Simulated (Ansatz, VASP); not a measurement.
# W: VASP beside Ansatz

```
W
1.0
    -1.57718    1.57718    1.57718
     1.57718   -1.57718    1.57718
     1.57718    1.57718   -1.57718
W
1
Direct
  0.00000 0.00000 0.00000
```

Alike in both runs: task single point; functional PBEsol; k mesh 26 × 26 × 26; occupations gaussian, width 0.15 eV; no spin polarisation.

|  | VASP | Ansatz |
| --- | --- | --- |
| version | VASP 6.6.1 | Ansatz 0.2.0 |
| potentials or method | VASP PAW PBE potentials, release 64 (W_sv), cutoff 520 eV | scalar-relativistic, plane waves, PAW |
| valence electrons in the cell | 14 | 14 |

VASP gave:

```
gap on the k mesh at the Fermi level (eV) : none
pressure (GPa)                            : 0.5
```

Q: Estimate Ansatz's values.

A: gap on the k mesh at the Fermi level (eV): none; pressure (GPa): -0.1.

VASP's potentials were made for PBE, not for PBEsol. A gap of «none» marks a metal or a gap that the smearing closes.

Spin-orbit coupling is off throughout.
